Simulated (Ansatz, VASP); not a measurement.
AlNi3: VASP beside Ansatz

File INCAR:

```
SYSTEM = AlNi3
ALGO = Fast ; EDIFF = 1E-7
ENCUT = 520 ; GGA = PE
ISIF = 2 ; ISMEAR = 0
ISPIN = 2 ; LASPH = .TRUE.
LCHARG = .TRUE. ; LELF = .TRUE.
LMAXMIX = 4 ; LORBIT = 11
LREAL = .FALSE. ; LVHAR = .TRUE.
LWAVE = .FALSE. ; MAGMOM = 0 0.3 0.3 0.3
NBANDS = 28 ; NELM = 150
PREC = Accurate ; SIGMA = 0.1
```

File KPOINTS:

```
k-points
0
G
  12 12 12
  0 0 0
```

File POSCAR:

```
AlNi3
1.0
    3.5306493601      0.0000000000      0.0000000000
    0.0000000000      3.5306493601      0.0000000000
    0.0000000000      0.0000000000      3.5306493601
Al Ni
1 3
Direct
    0.0000000000      0.0000000000      0.0000000000
    0.0000000000      0.5000000000      0.5000000000
    0.5000000000      0.0000000000      0.5000000000
    0.5000000000      0.5000000000      0.0000000000
```

Input for Ansatz:

```yaml
crystal:
  lattice:
    - [3.5306493899, 0.0, 0.0]
    - [0.0, 3.5306493899, 0.0]
    - [0.0, 0.0, 3.5306493899]
  atoms:
    - { symbol: Al, position: [0.0, 0.0, 0.0] }
    - { symbol: Ni, position: [0.0, 0.5, 0.5], spin: 0.3 }
    - { symbol: Ni, position: [0.5, 0.0, 0.5], spin: 0.3 }
    - { symbol: Ni, position: [0.5, 0.5, 0.0], spin: 0.3 }
basis:
  ecutwfc: 420
kpoints:
  mp_grid: { grid: [12, 12, 12] }
hamiltonian:
  xc: pbe
scf:
  occupations: { method: gaussian, width: 0.1 }
output:
  forces: true
  stress: true
  eigenvalues: true
  populations: true
magnetization:
  spin_polarized: true
```

Alike in both runs: task single point; functional PBE; k mesh 12 × 12 × 12; occupations gaussian, width 0.1 eV; collinear spin.

|  | VASP | Ansatz |
| --- | --- | --- |
| version | VASP 6.6.1 | Ansatz 0.2.0 |
| potentials or method | VASP PAW PBE potentials, release 64 (Al, Ni), cutoff 520 eV | scalar-relativistic, plane waves, PAW |
| valence electrons in the cell | 33 | 57 |

VASP gave:

| Quantity | Value |
| --- | --- |
| gap on the k mesh at the Fermi level (eV) | none |
| pressure (GPa) | 5.9 |
| net moment per atom (μB) | 0.17 |
| size of the moment on the site where the two differ most (μB) | 0.25 |

Estimate Ansatz's values.

gap on the k mesh at the Fermi level (eV): none; pressure (GPa): 5.9; net moment per atom (μB): 0.18; size of the moment on the site where the two differ most (μB): 0.27.

Site moments also hang on the region over which each program counts them. A gap of «none» marks a metal or a gap that the smearing closes. VASP's potentials hold 33 valence electrons a cell and Ansatz's 57, so a difference there can come from the potentials and not from the codes.
